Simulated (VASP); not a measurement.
# WS2 (P6_3/mmc) in VASP: single point with PBE+D3(BJ)

Aim: the single point of WS2 with PBE+D3(BJ).

Everything below comes from runs of VASP 6.6.1. Logs are shortened: lines on timing, memory, paths and dates and some standing lists are left out, and cuts for length are marked.

### 1 The cell of the first run

It takes space group P6_3/mmc (No. 194, hexagonal). Conventional cell: a = 3.154 Å, b = 3.154 Å, c = 12.141 Å, α = 90.00°, β = 90.00°, γ = 120.00°. W (site symmetry -6m2) has 6 S at 2.41 Å and 6 W at 3.15 Å within 3.2 Å. S (site symmetry 3m) has 3 W at 2.41 Å and 7 S at 3.15 Å within 3.2 Å.

### 2 Single point, PBE+D3(BJ), non-collinear spin, zero start, spin-orbit coupling

INCAR reads:

```
ALGO = Normal
EDIFF = 1E-6
ENCUT = 500
GGA = PE
GGA_COMPAT = False
ISIF = 2
ISMEAR = 0
IVDW = 12
KPAR = 4
LASPH = True
LCHARG = False
LMAXMIX = 4
LORBIT = 11
LORBMOM = True
LREAL = False
LSORBIT = True
LWAVE = False
MAGMOM = 0 0 0 0 0 0 0 0 0 0 0 0 0 0 0 0 0 0
NBANDS = 68
NELM = 200
PREC = Accurate
SIGMA = 0.02
```

KPOINTS reads:

```
k-points
0
Gamma
  12 12 4
```

POSCAR reads:

```
WS2
1.0
    3.1540974956      0.0000000029      0.0000000000
   -1.5770487503      2.7315285558      0.0000000000
    0.0000000000      0.0000000000     12.1405496618
W S
2 4
Direct
    0.3333333333      0.6666666667      0.2500000000
    0.6666666667      0.3333333333      0.7500000000
    0.3333333333      0.6666666667      0.6202943474
    0.6666666667      0.3333333333      0.1202943474
    0.3333333333      0.6666666667      0.8797056526
    0.6666666667      0.3333333333      0.3797056526
```

Potentials or basis: VASP PAW PBE potentials, release 64 (W_sv, S).

Launch:

```
cat potpaw_PBE.64/W_sv/POTCAR potpaw_PBE.64/S/POTCAR > POTCAR
mpirun -np 4 vasp_ncl > vasp.out
```

OUTCAR:

```text
EDIFF = 1E-6
   ENCUT = 500
   GGA = PE
   ISIF = 2
   ISMEAR = 0
   IVDW = 12
   LASPH = True
   LORBIT = 11
   LREAL = False
   LSORBIT = True
   NELM = 200
   PREC = Accurate
 IVDW          = 12

 ion  position               nearest neighbor table
   1  0.333  0.667  0.250-   4 2.41   6 2.41   4 2.41   6 2.41   4 2.41   6 2.41
   2  0.667  0.333  0.750-   3 2.41   5 2.41   3 2.41   5 2.41   3 2.41   5 2.41
   3  0.333  0.667  0.620-   2 2.41   2 2.41   2 2.41
   4  0.667  0.333  0.120-   1 2.41   1 2.41   1 2.41
   5  0.333  0.667  0.880-   2 2.41   2 2.41   2 2.41
   6  0.667  0.333  0.380-   1 2.41   1 2.41   1 2.41

  LATTYP: Found a hexagonal cell.
 ALAT       =     3.1540974956
 C/A-ratio  =     3.8491358237

  Lattice vectors:

 A1 = (   3.1540974956,   0.0000000029,   0.0000000000)
 A2 = (  -1.5770487503,   2.7315285558,   0.0000000000)
 A3 = (   0.0000000000,   0.0000000000,  12.1405496618)

Analysis of symmetry for initial positions (statically):
=====================================================================
 Subroutine PRICEL returns:
 Original cell was already a primitive cell.

 Routine SETGRP: Setting up the symmetry group for a
 hexagonal supercell.

 Subroutine GETGRP returns: Found 24 space group operations
 (whereof 12 operations were pure point group operations)
 out of a pool of 24 trial point group operations.

The static configuration has the point symmetry D_3d.
 The point group associated with its full space group is D_6h.

Analysis of symmetry for dynamics (positions and initial velocities):
=====================================================================
 Subroutine PRICEL returns:
 Original cell was already a primitive cell.

 Routine SETGRP: Setting up the symmetry group for a
 hexagonal supercell.

 Subroutine GETGRP returns: Found 24 space group operations
 (whereof 12 operations were pure point group operations)
 out of a pool of 24 trial point group operations.

The dynamic configuration has the point symmetry D_3d.
 The point group associated with its full space group is D_6h.

Analysis of structural, dynamic, and magnetic symmetry:
=====================================================================
 Subroutine PRICEL returns:
 Original cell was already a primitive cell.

 Routine SETGRP: Setting up the symmetry group for a
 hexagonal supercell.

 Subroutine GETGRP returns: Found 24 space group operations
[... 1819 lines left out ...]
  free  energy   TOTEN  =       -51.3141128486 eV

  energy  without entropy=      -51.3141128486  energy(sigma->0) =      -51.31411285

 orbital moment (x)

 # of ion     p       d       tot
 ----------------------------------------
  1        -0.000   0.000   0.000
  2        -0.000   0.000   0.000
  3         0.000   0.000   0.000
  4        -0.000   0.000  -0.000
  5        -0.000   0.000  -0.000
  6        -0.000   0.000  -0.000
 ----------------------------------------
           -0.000   0.000  -0.000

 orbital moment (y)

 # of ion     p       d       tot
 ----------------------------------------
  1        -0.000   0.000  -0.000
  2         0.000   0.000   0.000
  3        -0.000   0.000  -0.000
  4        -0.000   0.000  -0.000
  5         0.000   0.000   0.000
  6        -0.000   0.000  -0.000
 ----------------------------------------
           -0.000   0.000  -0.000

 orbital moment (z)

 # of ion     p       d       tot
 ----------------------------------------
  1         0.000   0.000   0.000
  2         0.000   0.000   0.000
  3         0.000   0.000   0.000
  4         0.000   0.000   0.000
  5         0.000   0.000   0.000
  6         0.000   0.000   0.000
 ----------------------------------------
            0.000   0.000   0.000

 Spin-Orbit-Coupling matrix elements

 Ion:    1  E_soc:     -1.4920064
 l=   1
     0.0000000    -0.2213811    -0.2223783
    -0.2213811     0.0000000    -0.2213811
    -0.2223783    -0.2213811     0.0000000
 l=   2
     0.0000000    -0.0051475     0.0000000    -0.0051475    -0.0226990
    -0.0051475     0.0000000    -0.0166038    -0.0043663    -0.0051475
     0.0000000    -0.0166038     0.0000000    -0.0166038     0.0000000
    -0.0051475    -0.0043663    -0.0166038     0.0000000    -0.0051475
    -0.0226990    -0.0051475     0.0000000    -0.0051475     0.0000000
 l=   3
     0.0000000     0.0000000     0.0000000     0.0000000     0.0000000     0.0000000     0.0000000
     0.0000000     0.0000000     0.0000000     0.0000000     0.0000000     0.0000000     0.0000000
     0.0000000     0.0000000     0.0000000     0.0000000     0.0000000     0.0000000     0.0000000
     0.0000000     0.0000000     0.0000000     0.0000000     0.0000000     0.0000000     0.0000000
[... 89 lines left out ...]
 l=   2
     0.0000000     0.0000000     0.0000000     0.0000000     0.0000000
     0.0000000     0.0000000     0.0000000     0.0000000     0.0000000
     0.0000000     0.0000000     0.0000000     0.0000000     0.0000000
     0.0000000     0.0000000     0.0000000     0.0000000     0.0000000
     0.0000000     0.0000000     0.0000000     0.0000000     0.0000000
 l=   3
     0.0000000     0.0000000     0.0000000     0.0000000     0.0000000     0.0000000     0.0000000
     0.0000000     0.0000000     0.0000000     0.0000000     0.0000000     0.0000000     0.0000000
     0.0000000     0.0000000     0.0000000     0.0000000     0.0000000     0.0000000     0.0000000
     0.0000000     0.0000000     0.0000000     0.0000000     0.0000000     0.0000000     0.0000000
     0.0000000     0.0000000     0.0000000     0.0000000     0.0000000     0.0000000     0.0000000
     0.0000000     0.0000000     0.0000000     0.0000000     0.0000000     0.0000000     0.0000000
     0.0000000     0.0000000     0.0000000     0.0000000     0.0000000     0.0000000     0.0000000

 total charge

# of ion       s       p       d       tot
------------------------------------------
    1        2.321   6.336   3.395  12.053
    2        2.321   6.336   3.395  12.053
    3        1.361   2.365   0.000   3.726
    4        1.361   2.365   0.000   3.726
    5        1.361   2.365   0.000   3.726
    6        1.361   2.365   0.000   3.726
--------------------------------------------------
tot         10.087  22.131   6.791  39.009

 magnetization (x)

# of ion       s       p       d       tot
------------------------------------------
    1        0.000   0.000   0.000   0.000
    2        0.000   0.000   0.000   0.000
    3        0.000  -0.000   0.000  -0.000
    4        0.000   0.000   0.000   0.000
    5        0.000   0.000   0.000   0.000
    6        0.000  -0.000   0.000  -0.000
--------------------------------------------------
tot          0.000   0.000   0.000   0.000

 magnetization (y)

# of ion       s       p       d       tot
------------------------------------------
    1       -0.000   0.000   0.000   0.000
    2       -0.000   0.000   0.000   0.000
    3        0.000   0.000   0.000   0.000
    4        0.000   0.000   0.000   0.000
    5        0.000   0.000   0.000   0.000
    6       -0.000   0.000   0.000  -0.000
--------------------------------------------------
tot         -0.000   0.000   0.000   0.000

 magnetization (z)

# of ion       s       p       d       tot
------------------------------------------
    1        0.000   0.000   0.000   0.000
    2        0.000   0.000   0.000   0.000
    3        0.000   0.000   0.000   0.000
    4        0.000   0.000   0.000   0.000
    5        0.000   0.000   0.000   0.000
    6        0.000   0.000   0.000   0.000
--------------------------------------------------
tot          0.000   0.000   0.000   0.000
```

OSZICAR:

```text
N       E                     dE             d eps       ncg     rms          rms(c)
DAV:   1     0.558824449009E+03    0.55882E+03   -0.27213E+04  8256   0.149E+03
DAV:   2    -0.633003555993E+01   -0.56515E+03   -0.54251E+03  8836   0.431E+02
DAV:   3    -0.499125434062E+02   -0.43583E+02   -0.42536E+02  9536   0.117E+02
DAV:   4    -0.513626173336E+02   -0.14501E+01   -0.14364E+01  9480   0.208E+01
DAV:   5    -0.513961155738E+02   -0.33498E-01   -0.33385E-01  9504   0.339E+00    0.385E+01
DAV:   6    -0.490687651370E+02    0.23274E+01   -0.85881E+00  9132   0.201E+01    0.170E+01
DAV:   7    -0.488456255679E+02    0.22314E+00   -0.28443E+00  8472   0.889E+00    0.695E+00
DAV:   8    -0.487044079133E+02    0.14122E+00   -0.40779E-01  8768   0.447E+00    0.218E+00
DAV:   9    -0.487061396418E+02   -0.17317E-02   -0.58830E-02  9752   0.129E+00    0.121E+00
DAV:  10    -0.487035597791E+02    0.25799E-02   -0.82361E-03  9000   0.553E-01    0.547E-01
DAV:  11    -0.487033159306E+02    0.24385E-03   -0.35550E-03  9380   0.393E-01    0.844E-02
DAV:  12    -0.487032736967E+02    0.42234E-04   -0.56715E-04  8388   0.146E-01    0.471E-02
DAV:  13    -0.487032871541E+02   -0.13457E-04   -0.48800E-05  8720   0.452E-02    0.336E-02
DAV:  14    -0.487032970121E+02   -0.98580E-05   -0.90588E-06  8488   0.176E-02    0.117E-02
DAV:  15    -0.487032975162E+02   -0.50405E-06   -0.14724E-06  6572   0.847E-03
   1 F= -.51314113E+02 E0= -.51314113E+02  d E =-.197290E-18  mag=    -0.0000     0.0000     0.0000
```

Run time: 5.2 min. Hardware: 4 MPI ranks of Oxide Virtual Turin-like, shared host; peak memory 0.78 GiB.

Results:

```
Free energy                                           : -51.3141 eV
Pressure                                              : 0.2 GPa
Largest force                                         : 0.030 eV/Å
Net moment                                            : 0.00 μB per cell
Valence electrons inside the program's atomic spheres : W 12.05; S 3.73
Dispersion energy per atom                            : -0.435 eV
```

Forces on the atoms (eV/Å):
```
W    0.000  0.000  0.000
W    0.000  0.000  0.000
S    0.000  0.000 -0.030
S    0.000  0.000 -0.030
S    0.000  0.000  0.030
S    0.000  0.000  0.030
```

Moments on the atoms (μB; x, y, z):
```
W   0.00 0.00 0.00
W   0.00 0.00 0.00
S   0.00 0.00 0.00
S   0.00 0.00 0.00
S   0.00 0.00 0.00
S   0.00 0.00 0.00
```
